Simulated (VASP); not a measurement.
## KZnF3: single point with r2SCAN

Crystal: KZnF3.

```xyz
5
Lattice="4.0744 0.0000 0.0000 0.0000 4.0744 0.0000 0.0000 0.0000 4.0744" Properties=species:S:1:pos:R:3 pbc="T T T"
K     0.0000    0.0000    0.0000
Zn    2.0372    2.0372    2.0372
F     2.0372    2.0372    0.0000
F     0.0000    2.0372    2.0372
F     2.0372    0.0000    2.0372
```

| Quantity | Value |
| --- | --- |
| Program | VASP 6.6.1 |
| Task | single point |
| Functional | r2SCAN |
| Potentials or basis | VASP PAW PBE potentials, release 64 (K_sv, Zn, F) |
| Cutoff | 520 eV |
| k mesh | 8 × 8 × 8 |
| Occupations | fermi-dirac, width 0.02 eV |
| Spin | no spin polarisation |
| Dipole correction | no |
| Further INCAR settings | ALGO = Normal; EDIFF = 1e-06; NBANDS = 29 |

```json
{"Pressure": "-1.5 GPa", "Band gap on the k mesh": "4.53 eV (least direct gap 6.40 eV)"}
```

Levels at points of the mesh, in eV from the valence-band top:
| k point | band 19 | band 20 | band 21 | band 22 | band 23 | band 24 |
| --- | --- | --- | --- | --- | --- | --- |
| (0.00, 0.00, 0.00) | -1.87 | -1.87 | -1.87 | 4.53 | 9.38 | 9.38 |
| (0.50, 0.00, 0.00) | -1.72 | -1.72 | -1.50 | 7.26 | 9.01 | 10.33 |
| (0.50, 0.50, 0.00) | -1.80 | -1.54 | 0.00 | 8.76 | 10.83 | 10.94 |
| (0.50, 0.50, 0.50) | -1.52 | 0.00 | 0.00 | 9.22 | 9.22 | 9.22 |

It took 97 s on 1 thread of Intel(R) Xeon(R) 6975P-C (Granite Rapids) (shared host), peak memory 0.21 GiB.

Caveat: the PAW data sets were made with another functional, which shifts forces and pressure a little. r2SCAN opens gaps a little over a GGA but as a rule still falls short of measured ones.
